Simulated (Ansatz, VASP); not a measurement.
One calculation of CsH, two programs

```
Cs H
1.0
     0.00000    3.31552    3.18800
     3.31552    0.00000    3.18800
     3.31552    3.31552    0.00000
Cs H
1 1
Direct
  0.00000 0.00000 0.00000
  0.50000 0.50000 0.50000
```

Change from the starting cell: strain +0.040 along x and y, +0.000 along z, atoms carried along.

Alike in both runs: task single point; functional r2SCAN; k mesh 6 × 6 × 6; occupations gaussian, width 0.05 eV; no spin polarisation.

```csv
,VASP,Ansatz
version,VASP 6.6.1,Ansatz 0.2.0
potentials or method,"VASP PAW PBE potentials, release 64 (Cs_sv, H), cutoff 520 eV","scalar-relativistic, plane waves, PAW"
valence electrons in the cell,10,10
```

Ansatz gave:

```
gap on the k mesh at the Fermi level (eV)                     : 2.75
least direct gap on the mesh (eV)                             : 2.75
pressure (GPa)                                                : -0.6
traceless stress, the component that is largest in VASP (GPa) : 0.44
```

**Question.** Estimate VASP's values.

**Answer.** gap on the k mesh at the Fermi level (eV): 2.73; least direct gap on the mesh (eV): 2.73; pressure (GPa): -0.6; traceless stress, the component that is largest in VASP (GPa): 0.45.

VASP's potentials were made for PBE, not for r2SCAN. The functional is the same, so the differences come from potentials, cutoffs and numerics.

Spin-orbit coupling is off throughout.
